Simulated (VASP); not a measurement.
A run of VASP 6.6.1:

POSCAR

```
AgI
1.0
    4.6512919221      0.0000000000      0.0000000000
   -2.3256459611      4.0281369650      0.0000000000
    0.0000000000      0.0000000000      7.5978539869
Ag I
2 2
Direct
    0.3333333333      0.6666666667      0.0024013965
    0.6666666667      0.3333333333      0.5024013965
    0.3333333333      0.6666666667      0.3774986035
    0.6666666667      0.3333333333      0.8774986035
```

File INCAR.step1:

```
PREC     = Accurate       # precision mode
ENCUT    = 400            # plane-wave cutoff, eV
EDIFF    = 1E-5           # SCF threshold, eV
ISMEAR   = 0              # smearing method
SIGMA    = 0.01           # smearing width, eV
LREAL    = False          # projectors in reciprocal space
LASPH    = True           # aspherical terms in the spheres
NELM     = 120            # most SCF steps
ALGO     = Normal         # electronic algorithm
ISIF     = 2              # what is computed and relaxed
LWAVE    = True           # write WAVECAR
LCHARG   = False          # write CHGCAR
NBANDS   = 26             # bands
GGA      = PE             # functional
GGA_COMPAT= False        
KPAR     = 4
```

File INCAR.step2:

```
PREC     = Accurate       # precision mode
ENCUT    = 400            # plane-wave cutoff, eV
EDIFF    = 1E-6           # SCF threshold, eV
ISMEAR   = 0              # smearing method
SIGMA    = 0.01           # smearing width, eV
LREAL    = False          # projectors in reciprocal space
LASPH    = True           # aspherical terms in the spheres
NELM     = 120            # most SCF steps
ALGO     = Normal         # electronic algorithm
ISIF     = 2              # what is computed and relaxed
LWAVE    = False          # write WAVECAR
LCHARG   = False          # write CHGCAR
GGA      = PE             # functional
LHFCALC  = True           # exact exchange
AEXX     = 0.25           # exact-exchange fraction
PRECFOCK = Normal       
NBANDS   = 26             # bands
ISTART   = 1            
GGA_COMPAT= False        
KPAR     = 4
```

File KPOINTS:

```
regular mesh
0
Gamma
  6 6 2
```

Potentials or basis: VASP PAW PBE potentials, release 64 (Ag, I).

The run is started by

```console
$ cat potpaw_PBE.64/Ag/POTCAR potpaw_PBE.64/I/POTCAR > POTCAR
$ cp INCAR.step1 INCAR
$ mpirun -np 4 vasp_std > vasp.out
$ cp INCAR.step2 INCAR
$ mpirun -np 4 vasp_std > vasp.out
```

Hardware: 4 MPI ranks on AMD EPYC 7R43 64-Core Processor (Zen 3) (shared host).

Task: How long does it take, and how much memory?

Result: Run time: 35 min on 4 MPI ranks on AMD EPYC 7R43 64-Core Processor (Zen 3) (shared host), peak memory 0.22 GiB a rank. Counts: k points 14.
